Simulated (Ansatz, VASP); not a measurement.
This is a calculation of HgTe for Ansatz 0.2.0.

Contents of input.yaml:

```yaml
crystal:
  lattice:
    - [-3.0856813198, 3.0856813198, 1.5799309059]
    - [3.0856813198, -3.0856813198, 1.5799309059]
    - [3.0856813198, 3.0856813198, -1.5799309059]
  atoms:
    - { symbol: Hg, position: [0.75, 0.25, 0.5] }
    - { symbol: Te, position: [0.0, 0.0, 0.0] }
kpoints:
  mp_grid: { grid: [10, 10, 10] }
scf:
  occupations: { method: fermi_dirac, width: 0.05 }
hamiltonian:
  xc: pbesol
  pseudopotentials: { kind: all_electron, lapw: { basis_error: 0.001 } }
output:
  forces: true
  stress: true
  eigenvalues: true
```

Potentials or basis: all-electron LAPW, scalar-relativistic.

Run with:

```console
$ ansatz run input.yaml --threads 1 --pin off --max-ram 3072MiB --backend cpu --events-out ev --progress --plain --runs-dir out
```

Q: Set up the same calculation for VASP 6.6.1. Potentials there: VASP PAW PBE potentials, release 64 (Hg, Te).

A: As run (the cutoff follows the program's own potentials):

Contents of INCAR:

```
SYSTEM = HgTe
PREC = Accurate
ENCUT = 520
EDIFF = 1E-6
ISMEAR = -1
SIGMA = 0.05
LREAL = .FALSE.
LASPH = .TRUE.
NELM = 60
ALGO = Normal
ISIF = 2
LWAVE = .FALSE.
LCHARG = .FALSE.
GGA = PS
NBANDS = 16
```

The input KPOINTS:

```
Automatic mesh
0
G
  10 10 10
  0 0 0
```

The input POSCAR:

```
HgTe
1.0
   -3.0856813198      3.0856813198      1.5799309059
    3.0856813198     -3.0856813198      1.5799309059
    3.0856813198      3.0856813198     -1.5799309059
Hg Te
1 1
Direct
    0.7500000000      0.2500000000      0.5000000000
    0.0000000000      0.0000000000      0.0000000000
```

Potentials or basis: VASP PAW PBE potentials, release 64 (Hg, Te).

Command:

```sh
$ cat potpaw_PBE.64/Hg/POTCAR potpaw_PBE.64/Te/POTCAR > POTCAR
$ mpirun -np 1 vasp_std > vasp.out
```

Both were run:

|  | VASP | Ansatz | Ansatz less VASP |
| --- | --- | --- | --- |
| gap on the k mesh at the Fermi level (eV) | none | none | - |
| pressure (GPa) | -4.5 | -4.5 | -0.07 |
| traceless stress, the component that is largest in VASP (GPa) | 2.38 | 2.38 | -0.001 |

VASP's potentials were made for PBE, not for PBEsol. A gap of «none» marks a metal or a gap that the smearing closes. Ansatz ran all-electron here, and VASP with PAW potentials.

Spin-orbit coupling is off throughout.
